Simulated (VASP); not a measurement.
Set up this calculation in VASP 6.6.1, as the native input.

* Task: single point
* Functional: LDA
* Potentials or basis: VASP PAW LDA potentials, release 64 (Al, Ru_pv)
* Cutoff: 520 eV
* k mesh: 10 × 10 × 10
* Occupations: gaussian, width 0.03 eV
* Spin: no spin polarisation
* Dipole correction: no
* Further INCAR settings: ALGO = Normal; EDIFF = 1e-06; NBANDS = 29

The structure of Al2Ru lies in POSCAR:

```
Al2Ru
1.0
    0.0000000000      4.0607747098      4.4643159250
    2.3925755419      0.0000000000      4.4643159250
    2.3925755419      4.0607747098      0.0000000000
Al Ru
4 2
Direct
    0.0788992938      0.4211007062      0.0788992938
    0.4211007062      0.0788992938      0.4211007062
    0.1711007062      0.8288992938      0.1711007062
    0.8288992938      0.1711007062      0.8288992938
    0.7500000000      0.7500000000      0.7500000000
    0.5000000000      0.5000000000      0.5000000000
```

One way to write it, as run:

INCAR

```
ALGO = Normal ; EDIFF = 1E-6
ENCUT = 520 ; ISIF = 2
ISMEAR = 0 ; LASPH = T
LCHARG = F ; LREAL = F
LWAVE = F ; NBANDS = 29
NELM = 80 ; PREC = Accurate
SIGMA = 0.03
```

KPOINTS

```
k-points
0
Gamma
  10 10 10
```

Potentials or basis: VASP PAW LDA potentials, release 64 (Al, Ru_pv).

Run with:

```sh
$ cat potpaw_LDA.64/Al/POTCAR potpaw_LDA.64/Ru_pv/POTCAR > POTCAR
$ mpirun -np 1 vasp_std > vasp.out
```

It gave:

* Pressure: -12.1 GPa
* Largest force: 0.097 eV/Å

Caveat: the cell stands under tension.

It took 3.3 min on 1 thread of Intel(R) Xeon(R) 6975P-C (Granite Rapids), on a shared host, peak memory 0.46 GiB.
